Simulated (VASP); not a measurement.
## Au: single point with PBE

Crystal: Au.

```
Au
1.0
     0.00000    2.06178    2.06178
     2.06178    0.00000    2.06178
     2.06178    2.06178    0.00000
Au
1
Cartesian
  0.0000 0.0000 0.0000
```

```
Program             : VASP 6.6.1
Task                : single point
Functional          : PBE
Potentials or basis : VASP PAW PBE potentials, release 64 (Au)
Cutoff              : 500 eV
k mesh              : 10 × 10 × 10
Occupations         : fermi-dirac, width 0.05 eV
Spin                : no spin polarisation
```

| Item | Value |
| --- | --- |
| Pressure | 4.0 GPa |

Levels at points of the mesh, in eV from the Fermi level:
```
           k point  band 2  band 3  band 4  band 5  band 6  band 7  band 8  band 9  band 10  band 11
(0.00, 0.00, 0.00)   -4.52   -4.52   -4.52   -3.08   -3.08   14.58   18.42   18.42    18.42    23.23
(0.50, 0.00, 0.00)   -4.55   -4.55   -1.93   -1.93   -0.81    2.95   14.02   16.94    16.94    24.53
(0.50, 0.50, 0.00)   -6.48   -1.98   -1.63   -1.63    1.12    5.57    9.95    9.95    16.93    19.45
```

Wall time 14 s on 1 thread of Intel Xeon 8259CL (shared host), peak memory 0.14 GiB.

Caveat: spin-orbit coupling is left out, which moves the levels of the heavy elements.
